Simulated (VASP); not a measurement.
BiO5: single point with PBE

Crystal: BiO5.

```
Bi O
1.0
     3.72082    0.00000    0.00000
    -1.86041    3.22233    0.00000
     0.00000    0.00000    5.44856
Bi O
1 5
Direct
  0.00000 0.00000 0.50000
  0.66667 0.33333 0.75357
  0.00000 0.00000 0.00000
  0.66667 0.33333 0.24643
  0.33333 0.66667 0.24643
  0.33333 0.66667 0.75357
```

```json
{
  "Program": "VASP 6.6.1",
  "Task": "single point",
  "Functional": "PBE",
  "Potentials or basis": "VASP PAW PBE potentials, release 64 (Bi_d, O)",
  "Cutoff": "520 eV",
  "k mesh": "12 × 12 × 8",
  "Occupations": "gaussian, width 0.1 eV",
  "Spin": "no spin polarisation",
  "Dipole correction": "no",
  "Further INCAR settings": "ALGO = Normal; EDIFF = 1e-06; NBANDS = 32"
}
```

```
Pressure      : -0.1 GPa
Largest force : 0.012 eV/Å
```

Forces on the atoms (eV/Å):
```
Bi   0.000  0.000  0.000
O    0.000  0.000  0.012
O    0.000  0.000  0.000
O    0.000  0.000 -0.012
O    0.000  0.000 -0.012
O    0.000  0.000  0.012
```

Stress tensor (GPa, compression positive):
```
-0.02  0.00  0.00
 0.00 -0.02  0.00
 0.00  0.00 -0.13
```

Levels at points of the mesh, in eV from the Fermi level:
```csv
k point,band 20,band 21,band 22,band 23,band 24,band 25,band 26,band 27
"(0.00, 0.00, 0.00)",-1.47,-1.44,-0.25,-0.25,0.17,0.17,0.38,6.18
"(0.50, 0.00, 0.00)",-0.65,-0.57,-0.32,-0.14,0.28,0.57,0.69,5.32
"(0.00, 0.00, 0.50)",-1.44,-1.44,-0.70,-0.44,0.52,0.79,0.79,4.46
"(0.50, 0.00, 0.50)",-0.63,-0.61,-0.37,-0.37,0.54,0.61,0.66,5.45
```

Run time: 90 s on 1 thread of Intel(R) Xeon(R) Platinum 8559C (Emerald Rapids) (shared host), peak memory 0.28 GiB.

Caveat: spin-orbit coupling is left out, which moves the levels of the heavy elements; an odd number of electrons without spin polarisation forces a metal; a magnetic or distorted state may lie lower.
